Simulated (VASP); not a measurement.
Crystal: C.

```
C
1.0
     2.52210    0.00000    0.00000
    -1.26105    2.18420    0.00000
     0.00000    0.00000    8.23710
C
8
Direct
  0.66667 0.33333 0.84375
  0.33333 0.66667 0.34375
  0.66667 0.33333 0.65625
  0.33333 0.66667 0.15625
  0.00000 0.00000 0.90625
  0.00000 0.00000 0.40625
  0.00000 0.00000 0.59375
  0.00000 0.00000 0.09375
```

Base run:

| Item | Value |
| --- | --- |
| Program | VASP 6.6.1 |
| Functional | RPBE |
| Potentials or basis | VASP PAW PBE potentials, release 64 (C) |
| Cutoff | 520 eV |
| k mesh | 12 × 12 × 4 |
| Occupations | fermi-dirac, width 0.05 eV |
| Spin | no spin polarisation |

Its results: band gap on the k mesh 4.41 eV (least direct gap 5.18 eV); pressure 8.9 GPa; largest force 0.326 eV/Å.

Problem. The run is repeated on the same cell with these changes: functional from RPBE to PBE exchange alone. What comes out?

Solution. Band gap on the k mesh 4.77 eV (least direct gap 5.33 eV); pressure 32.9 GPa; largest force 0.347 eV/Å.

Caveats: the stress differs along the axes, from 5 to 17 GPa (at least some runs); the PAW data sets were made with another functional, which shifts forces and pressure a little (at least some runs); the stress differs along the axes, from 29 to 41 GPa (at least some runs).

A k mesh can miss the band edges.
